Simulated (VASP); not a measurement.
## BN: single point with PBE

BN:

```
N B
1.0
     2.51479    0.00000    0.00000
    -1.25739    2.17787    0.00000
     0.00000    0.00000    6.67965
N B
2 2
Direct
  0.66667 0.33333 0.25000
  0.33333 0.66667 0.75000
  0.66667 0.33333 0.75000
  0.33333 0.66667 0.25000
```

This cell differs from its parent crystal: volume scaled by 1.02.

```
Program             : VASP 6.6.1
Task                : single point
Functional          : PBE
Potentials or basis : VASP PAW PBE potentials, release 64 (N, B)
Cutoff              : 520 eV
k mesh              : 12 × 12 × 4
Occupations         : fermi-dirac, width 0.05 eV
Spin                : no spin polarisation
```

```yaml
Pressure: 0.3 GPa
Band_gap_on_the_k_mesh: 4.26 eV, indirect (least direct gap 4.61 eV)
```

Stress tensor (GPa, compression positive):
```
-0.87  0.00  0.00
 0.00 -0.87  0.00
 0.00  0.00  2.60
```

Levels at points of the mesh, in eV from the valence-band top:
```csv
k point,band 6,band 7,band 8,band 9,band 10,band 11
"(0.00, 0.00, 0.00)",-1.35,-1.31,-1.31,5.22,10.20,11.44
"(0.50, 0.00, 0.00)",-4.06,-1.41,-0.43,4.26,5.59,9.41
"(0.00, 0.00, 0.50)",-1.33,-1.33,-1.33,7.54,7.54,11.50
"(0.50, 0.00, 0.50)",-4.09,-0.90,-0.90,4.72,4.72,9.78
```

It took 48 s on 1 thread of Intel Xeon 6975P-C, with other jobs on the host, peak memory 0.16 GiB.

Caveat: this functional lacks dispersion, which binds the layers, so the pressure and a relaxed spacing across them are unreliable. A k mesh can miss the band edges.
